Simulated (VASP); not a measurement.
# BaTiO3: single point with PBE

The system is BaTiO3.

```xyz
5
Lattice="4.0594 0.0000 0.0000 0.0000 4.0088 0.0000 0.0000 0.0000 4.0088" Properties=species:S:1:pos:R:3 pbc="T T T"
Ba    2.0297    2.0044    2.0044
Ti    0.0000    0.0000    0.0000
O     2.0297    0.0000    0.0000
O     0.0000    2.0044    0.0000
O     0.0000    0.0000    2.0044
```

* Program: VASP 6.6.1
* Task: single point
* Functional: PBE
* Potentials or basis: VASP PAW PBE potentials, release 64 (Ba_sv, Ti_sv, O_h)
* Cutoff: 1340 eV
* k mesh: 8 × 8 × 8
* Occupations: gaussian, width 0.02 eV
* Spin: no spin polarisation

```json
{
 "Pressure": "0.8 GPa",
 "Band gap on the k mesh": "1.69 eV (least direct gap 1.86 eV)"
}
```

Stress tensor (GPa, compression positive):
```
-0.69  0.00  0.00
 0.00  1.54  0.00
 0.00  0.00  1.54
```

Levels at points of the mesh, in eV from the valence-band top:
| k point | band 18 | band 19 | band 20 | band 21 | band 22 | band 23 |
| --- | --- | --- | --- | --- | --- | --- |
| (0.00, 0.00, 0.00) | -0.19 | -0.17 | -0.17 | 1.69 | 1.69 | 1.71 |
| (0.50, 0.00, 0.00) | -1.73 | -0.72 | -0.72 | 1.85 | 3.32 | 3.32 |
| (0.00, 0.50, 0.00) | -1.87 | -0.74 | -0.72 | 1.85 | 3.42 | 3.42 |
| (0.50, 0.50, 0.00) | -0.93 | -0.93 | -0.12 | 3.32 | 3.43 | 3.78 |
| (0.00, 0.50, 0.50) | -0.83 | -0.83 | -0.08 | 3.42 | 3.42 | 3.84 |
| (0.50, 0.50, 0.50) | -0.02 | -0.02 | 0.00 | 4.02 | 4.02 | 4.08 |

Wall time 7 min on 1 thread of Intel(R) Xeon(R) Platinum 8259CL CPU @ 2.50GHz (Skylake/Cascade Lake), with other jobs on the host, peak memory 0.73 GiB.

Caveat: spin-orbit coupling is left out, which moves the levels of the heavy elements. A k mesh can miss the band edges.
